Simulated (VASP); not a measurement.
# Si2Mo (I4/mmm) in VASP: single point with PBEsol

Aim: the single point of Si2Mo with PBEsol.

Program: VASP 6.6.1. These are calculated values, not measurements. Logs are shortened: lines on timing, memory, paths and dates and some standing lists are left out, and cuts for length are marked.

## Step 1: The cell of the first run

Symmetry: I4/mmm, No. 139, tetragonal system. The conventional cell has a = 3.200 Å, b = 3.200 Å, c = 7.704 Å, α = 90.00°, β = 90.00°, γ = 90.00°. Si (site symmetry 4mm) has 5 Mo at 2.57 to 2.60 Å and 9 Si at 2.57 to 3.20 Å within 3.4 Å. Mo (site symmetry 4/mmm) has 10 Si at 2.57 to 2.60 Å and 4 Mo at 3.20 Å within 3.4 Å.

## Step 2: Single point, PBEsol (zz strain of -2 %)

INCAR reads:

```
SYSTEM = Si2Mo
  ALGO = Normal
  EDIFF = 1E-6
  ENCUT = 520
  GGA = PS
  ISIF = 2
  ISMEAR = -1
  ISYM = 0
  LASPH = .TRUE.
  LCHARG = .TRUE.
  LELF = .TRUE.
  LREAL = .FALSE.
  LVHAR = .TRUE.
  LWAVE = .FALSE.
  NBANDS = 18
  NELM = 60
  PREC = Accurate
  SIGMA = 0.03
```

KPOINTS reads:

```
k-points
0
G
  12 12 16
  0 0 0
```

POSCAR reads:

```
Si2Mo
1.0
   -1.6000000000      1.6000000000      3.8518900000
    1.6000000000     -1.6000000000      3.8518900000
    1.6000000000      1.6000000000     -3.8518900000
Si Mo
2 1
Direct
    0.3330000000      0.3330000000      0.0000000000
    0.6670000000      0.6670000000      0.0000000000
    0.0000000000      0.0000000000      0.0000000000
```

Potentials or basis: VASP PAW PBE potentials, release 64 (Si, Mo_sv).

On the command line:

```
$ cat potpaw_PBE.64/Si/POTCAR potpaw_PBE.64/Mo_sv/POTCAR > POTCAR
$ mpirun -np 1 vasp_std > vasp.out
```

OUTCAR:

```text
SYSTEM = Si2Mo
   EDIFF = 1E-6
   ENCUT = 520
   GGA = PS
   ISIF = 2
   ISMEAR = -1
   ISYM = 0
   LASPH = .TRUE.
   LREAL = .FALSE.
   NELM = 60
   PREC = Accurate

 ion  position               nearest neighbor table
   1  0.333  0.333  0.000-   3 2.57   2 2.57   2 2.60   2 2.60   2 2.60   2 2.60   3 2.60   3 2.60
                             3 2.60   3 2.60
   2  0.667  0.667  0.000-   3 2.57   1 2.57   1 2.60   1 2.60   1 2.60   1 2.60   3 2.60   3 2.60
                             3 2.60   3 2.60
   3  0.000  0.000  0.000-   1 2.57   2 2.57   2 2.60   1 2.60   2 2.60   2 2.60   2 2.60   1 2.60
                             1 2.60   1 2.60

IMPORTANT INFORMATION: All symmetrisations will be switched off!
NOSYMM: (Re-)initialisation of all symmetry stuff for point group C_1.

----------------------------------------------------------------------------------------

                                     Primitive cell

  volume of cell :      39.4434

  direct lattice vectors                    reciprocal lattice vectors
    -1.600000000  1.600000000  3.851890000     0.000000000  0.312500000  0.129806407
     1.600000000 -1.600000000  3.851890000     0.312500000  0.000000000  0.129806407
     1.600000000  1.600000000 -3.851890000     0.312500000  0.312500000  0.000000000

  length of vectors
     4.467332154  4.467332154  4.467332154     0.338387283  0.338387283  0.441941738

  position of ions in fractional coordinates (direct lattice)
     0.333000000  0.333000000  0.000000000
     0.667000000  0.667000000  0.000000000
     0.000000000  0.000000000  0.000000000

  ion indices of the primitive-cell ions
   primitive index   ion index
                 1           1
                 2           2
                 3           3

----------------------------------------------------------------------------------------

 KPOINTS: k-points

Automatic generation of k-mesh.
 Grid dimensions read from file:
 generate k-points for:   12   12   16

 Generating k-lattice:

  Cartesian coordinates                     Fractional coordinates (reciprocal lattice)
     0.000000000  0.026041667  0.010817201     0.083333333  0.000000000 -0.000000000
     0.026041667  0.000000000  0.010817201     0.000000000  0.083333333 -0.000000000
     0.019531250  0.019531250  0.000000000     0.000000000  0.000000000  0.062500000

  Length of vectors
     0.028198940  0.028198940  0.027621359

  Shift w.r.t. Gamma in fractional coordinates (k-lattice)
     0.000000000  0.000000000  0.000000000

 -----------------------------------------------------------------------------
|                                                                             |
|           W    W    AA    RRRRR   N    N  II  N    N   GGGG   !!!           |
|           W    W   A  A   R    R  NN   N  II  NN   N  G    G  !!!           |
|           W    W  A    A  R    R  N N  N  II  N N  N  G       !!!           |
|           W WW W  AAAAAA  RRRRR   N  N N  II  N  N N  G  GGG   !            |
|           WW  WW  A    A  R   R   N   NN  II  N   NN  G    G                |
|           W    W  A    A  R    R  N    N  II  N    N   GGGG   !!!           |
|                                                                             |
|     Your reciprocal lattice and k-lattice belong to different lattice       |
|     classes:                                                                |
|                                                                             |
|        The reciprocal lattice is body-centered tetragonal,                  |
|        whereas your k-lattice is base-centered monoclinic.                  |
|                                                                             |
|     Results are often still useful ...                                      |
|                                                                             |
 -----------------------------------------------------------------------------

 WARNING: IBZKPT: internal override: KBLOWUP is changed to .FALSE.
      ... skipping the blow-up phase ...

 Subroutine IBZKPT returns following result:
 ===========================================

 Found   1156 irreducible k-points:

 Following reciprocal coordinates:
            Coordinates               Weight
  0.000000  0.000000  0.000000      1.000000
  0.083333  0.000000 -0.000000      2.000000
  0.166667  0.000000  0.000000      2.000000
  0.250000  0.000000  0.000000      2.000000
  0.333333  0.000000 -0.000000      2.000000
  0.416667  0.000000  0.000000      2.000000
[... 16 lines left out ...]
  0.250000  0.166667  0.000000      2.000000
  0.333333  0.166667  0.000000      2.000000
 [... further k-points ...]
   k-points           NKPTS =   1156   k-points in BZ     NKDIM =   1156   number of bands    NBANDS=     18
   number of dos      NEDOS =    301   number of ions     NIONS =      3
   total plane-waves  NPLWV =  46656
   dimension x,y,z NGX =    36 NGY =   36 NGZ =   36
   dimension x,y,z NGXF=    72 NGYF=   72 NGZF=   72
   ions per type =               2   1
   NGX,Y,Z   is equivalent  to a cutoff of  13.40, 13.40, 13.40 a.u.
   NGXF,Y,Z  is equivalent  to a cutoff of  26.79, 26.79, 26.79 a.u.
 SYSTEM =  Si2Mo
   PREC   = accura    normal or accurate (medium, high low for compatibility)
   ISTART =      0    job   : 0-new  1-cont  2-samecut
   ICHARG =      2    charge: 1-file 2-atom 10-const
   ISPIN  =      1    spin polarized calculation?
   LNONCOLLINEAR =      F non collinear calculations
   LSORBIT =      F    spin-orbit coupling
   LASPH  =      T    aspherical Exc in radial PAW
   ENCUT  =  520.0 eV  38.22 Ry    6.18 a.u.   8.31  8.31  8.31*2*pi/ulx,y,z
   NELM   =     60;   NELMIN=  2; NELMDL= -5     # of ELM steps
   EDIFF  = 0.1E-05   stopping-criterion for ELM
   LREAL  =      F    real-space projection
   EDIFFG = 0.1E-04   stopping-criterion for IOM
   NSW    =      0    number of steps for IOM
   IBRION =     -1    ionic relax: 0-MD 1-quasi-New 2-CG
   NFREE  =      0    steps in history (QN), initial steepest desc. (CG)
   ISIF   =      2    stress and relaxation
   ISYM   =      0    0-nonsym 1-usesym 2-fastsym
   POTIM  = 0.5000    time-step for ionic-motion
   TEBEG  =    0.0;   TEEND  =   0.0 temperature during run
   PSTRESS=    0.0 pullay stress
   NELECT =      22.0000    total number of electrons
   NUPDOWN=      -1.0000    fix difference up-down
   EMIN   =  10.00;   EMAX   =-10.00  energy-range for DOS
   EFERMI =   0.00;   METHOD = LEGACY
   ISMEAR =    -1;   SIGMA  =   0.03  broadening in eV -4-tet -1-fermi 0-gaus
   EFERMI_NEDOS =   21; number of points for ismear=-14 and -15
   IALGO  =     38    algorithm
   IMIX   =      4    mixing-type and parameters
     AMIX     =   0.40;   BMIX     =  1.00
     AMIX_MAG =   1.60;   BMIX_MAG =  1.00
  volume/ion in A,a.u.               =      13.15        88.73
  Fermi-wavevector in a.u.,A,eV,Ry     =   1.347590  2.546576 24.708164  1.815999
  Thomas-Fermi vector in A             =   2.475328
   LORBIT       =      0    0 simple, 1 ext, 2 COOP (PROOUT), +10 PAW based schemes
   GGA     = PS    functional components
   LHFCALC =     F    Hartree Fock is set to
   AEXX    =    0.0000 exact exchange contribution
   IVDW    =     0    specifies the selected vdW correction
   LEPSILON=     F    determine dielectric tensor
   LRPA    =     F    only Hartree local field effects (RPA)
 non-spin polarized calculation
  energy-cutoff  :      520.00
  volume of cell :       39.44
 maximum number of plane-waves:      1080
 NGX is ok and might be reduce to    36
   NGX = 17   NGY = 17   NGZ = 17

 number of electron      22.0000001 magnetization

 Free energy of the ion-electron system (eV)
  ---------------------------------------------------
  ext. energy  EPLUGINS =         0.00000000
  ---------------------------------------------------
  free energy    TOTEN  =       -25.06048253 eV

  energy without entropy =      -25.05985728  energy(sigma->0) =      -25.06016990

 E-fermi :  12.4523     XC(G=0): -12.6041

 val. band max:       12.4302484346   @ k =  -0.4167   0.5000   0.3125
 cond. band min:      12.4685583366   @ k =  -0.2500  -0.3333   0.2500
 fundamental gap:      0.0383099020
 Fermi energy:        12.4522894333

 k-point     1 :       0.0000    0.0000    0.0000
  band No.  band energies     occupation
      1     -48.1324      2.00000
      2     -22.3322      2.00000
      3     -22.2459      2.00000
      4     -22.2448      2.00000
      5      -1.1129      2.00000
      6       6.0338      2.00000
[... 10 lines left out ...]
     17      17.7352      0.00000
     18      17.7359      0.00000

 k-point     2 :       0.0833    0.0000   -0.0000
  band No.  band energies     occupation
      1     -48.1311      2.00000
      2     -22.3310      2.00000
      3     -22.2633      2.00000
      4     -22.2437      2.00000
      5      -0.9851      2.00000
      6       6.0465      2.00000
[... 10 lines left out ...]
     17      17.8218      0.00000
     18      18.4049      0.00000

 k-point     3 :       0.1667    0.0000    0.0000
  band No.  band energies     occupation
      1     -48.1276      2.00000
      2     -22.3279      2.00000
      3     -22.3119      2.00000
      4     -22.2392      2.00000
      5      -0.6085      2.00000
      6       6.0154      2.00000
[... 10 lines left out ...]
     17      18.4168      0.00000
     18      19.7617      0.00000

 k-point     4 :       0.2500    0.0000    0.0000
  band No.  band energies     occupation
      1     -48.1229      2.00000
      2     -22.3782      2.00000
      3     -22.3231      2.00000
      4     -22.2330      2.00000
      5      -0.0031      2.00000
      6       5.6704      2.00000
[... 10 lines left out ...]
     17      19.4318      0.00000
     18      21.3627      0.00000

 k-point     5 :       0.3333    0.0000   -0.0000
  band No.  band energies     occupation
      1     -48.1181      2.00000
      2     -22.4433      2.00000
      3     -22.3186      2.00000
      4     -22.2269      2.00000
      5       0.7990      2.00000
      6       4.8769      2.00000
[... 10 lines left out ...]
     17      19.5146      0.00000
     18      21.6892      0.00000

 k-point     6 :       0.4167    0.0000    0.0000
  band No.  band energies     occupation
      1     -48.1146      2.00000
      2     -22.4906      2.00000
      3     -22.3152      2.00000
      4     -22.2223      2.00000
      5       1.7531      2.00000
      6       3.8756      2.00000
[... 10 lines left out ...]
     17      19.0826      0.00000
     18      20.3586      0.00000

 k-point     7 :       0.5000    0.0000    0.0000
  band No.  band energies     occupation
      1     -48.1134      2.00000
      2     -22.5078      2.00000
      3     -22.3140      2.00000
      4     -22.2207      2.00000
      5       2.7368      2.00000
      6       2.8720      2.00000
[... 10 lines left out ...]
     17      18.9234      0.00000
     18      19.6153      0.00000

 k-point     8 :       0.0000    0.0833   -0.0000
  band No.  band energies     occupation
      1     -48.1311      2.00000
      2     -22.3310      2.00000
      3     -22.2633      2.00000
      4     -22.2437      2.00000
      5      -0.9851      2.00000
      6       6.0465      2.00000
[... 10 lines left out ...]
     17      17.8218      0.00000
     18      18.4049      0.00000
[... 229 lines left out ...]
     17      18.1395      0.00000
     18      18.5641      0.00000

 k-point    20 :       0.0000    0.1667    0.0000
  band No.  band energies     occupation
      1     -48.1276      2.00000
      2     -22.3279      2.00000
      3     -22.3119      2.00000
      4     -22.2392      2.00000
      5      -0.6085      2.00000
      6       6.0154      2.00000
[... 10 lines left out ...]
     17      18.4168      0.00000
     18      19.7617      0.00000

 k-point    21 :       0.0833    0.1667    0.0000
  band No.  band energies     occupation
      1     -48.1263      2.00000
      2     -22.3283      2.00000
      3     -22.3100      2.00000
      4     -22.2569      2.00000
      5      -0.4139      2.00000
      6       5.7308      2.00000
[... 10 lines left out ...]
     17      18.6857      0.00000
     18      19.7931      0.00000

 k-point    22 :       0.1667    0.1667    0.0000
  band No.  band energies     occupation
      1     -48.1229      2.00000
      2     -22.3261      2.00000
      3     -22.3074      2.00000
      4     -22.3019      2.00000
      5       0.0101      2.00000
      6       5.4914      2.00000
[... 10 lines left out ...]
     17      19.2937      0.00000
     18      20.3487      0.00000

 k-point    23 :       0.2500    0.1667    0.0000
  band No.  band energies     occupation
      1     -48.1182      2.00000
      2     -22.3704      2.00000
      3     -22.3205      2.00000
      4     -22.2974      2.00000
      5       0.6377      2.00000
      6       5.1974      2.00000
[... 10 lines left out ...]
     17      19.5084      0.00000
     18      21.1010      0.00000

 k-point    24 :       0.3333    0.1667    0.0000
  band No.  band energies     occupation
      1     -48.1135      2.00000
      2     -22.4343      2.00000
      3     -22.3149      2.00000
      4     -22.2904      2.00000
      5       1.4318      2.00000
      6       4.6683      2.00000
[... 10 lines left out ...]
     17      20.1287      0.00000
     18      21.0857      0.00000

 [... further k-points ...]

------------------------ aborting loop because EDIFF is reached ----------------------------------------

  FORCE on cell =-STRESS in cart. coord.  units (eV):
  Direction    XX          YY          ZZ          XY          YZ          ZX
  --------------------------------------------------------------------------------------
  -------------------------------------------------------------------------------------
  Total        0.0007371      0.0007374      1.9376019      0.0005953     -0.0017229     -0.0017227
  in kB        0.0299422      0.0299519     78.7048132      0.0241805     -0.0699831     -0.0699740
  external PRESSURE =      26.2549024 kB  Pullay stress =       0.0000000 kB

 VOLUME and BASIS-vectors are now :
 -----------------------------------------------------------------------------
  energy-cutoff  :      520.00
  volume of cell :       39.44
      direct lattice vectors                 reciprocal lattice vectors
    -1.600000000  1.600000000  3.851890000     0.000000000  0.312500000  0.129806407
     1.600000000 -1.600000000  3.851890000     0.312500000  0.000000000  0.129806407
     1.600000000  1.600000000 -3.851890000     0.312500000  0.312500000  0.000000000

 POSITION                                       TOTAL-FORCE (eV/Angst)
 -----------------------------------------------------------------------------------
      0.00000      0.00000      2.56536         0.000901      0.000901      0.298082
      0.00000      0.00000      5.13842        -0.000901     -0.000901     -0.298083
      0.00000      0.00000      0.00000        -0.000000     -0.000000      0.000000
 -----------------------------------------------------------------------------------
    total drift:                                0.000000     -0.000000      0.000000

  FREE ENERGIE OF THE ION-ELECTRON SYSTEM (eV)
  ---------------------------------------------------
  free  energy   TOTEN  =       -25.0604825259 eV

  energy  without entropy=      -25.0598572826  energy(sigma->0) =      -25.06016990
```

It took 27 min on 1 thread of Intel Xeon 8259CL, shared host; peak memory 0.83 GiB.

What came out:

```
Free energy            : -25.0605 eV
Pressure               : 2.6 GPa
Largest force          : 0.298 eV/Å
Band gap on the k mesh : zero (bands 11 and 12 overlap by 0.99 eV)
```

Forces on the atoms (eV/Å):
```
Si   0.001  0.001  0.298
Si  -0.001 -0.001 -0.298
Mo   0.000  0.000  0.000
```

Levels at points of the mesh, in eV from the Fermi level:
```tsv
k point	band 8	band 9	band 10	band 11	band 12	band 13	band 14	band 15
(0.00, 0.00, 0.00)	-3.09	-2.78	-2.78	0.35	3.03	3.14	3.58	3.58
(0.50, 0.00, 0.00)	-4.46	-2.64	-2.63	-0.57	2.27	2.98	4.33	4.53
(0.00, 0.50, 0.00)	-4.46	-2.64	-2.63	-0.57	2.27	2.98	4.33	4.53
(0.50, 0.50, 0.00)	-5.22	-4.57	-3.00	-1.14	2.32	2.84	3.34	3.55
(0.00, 0.00, 0.50)	-5.22	-4.58	-3.00	-1.14	2.32	2.84	3.34	3.55
(0.50, 0.00, 0.50)	-4.46	-2.64	-2.63	-0.57	2.27	2.98	4.33	4.53
(0.00, 0.50, 0.50)	-4.46	-2.64	-2.63	-0.57	2.27	2.98	4.33	4.53
(0.50, 0.50, 0.50)	-2.35	-0.62	-0.62	-0.56	-0.56	0.51	5.10	5.52
```

Caveat: the cell differs from its parent crystal (zz strain of -2 %); the stress differs along the axes, from 0 to 8 GPa; the PAW data sets were made with another functional, which shifts forces and pressure a little.

The gap in the log of VASP goes by the Fermi energy; the results here count the filled bands.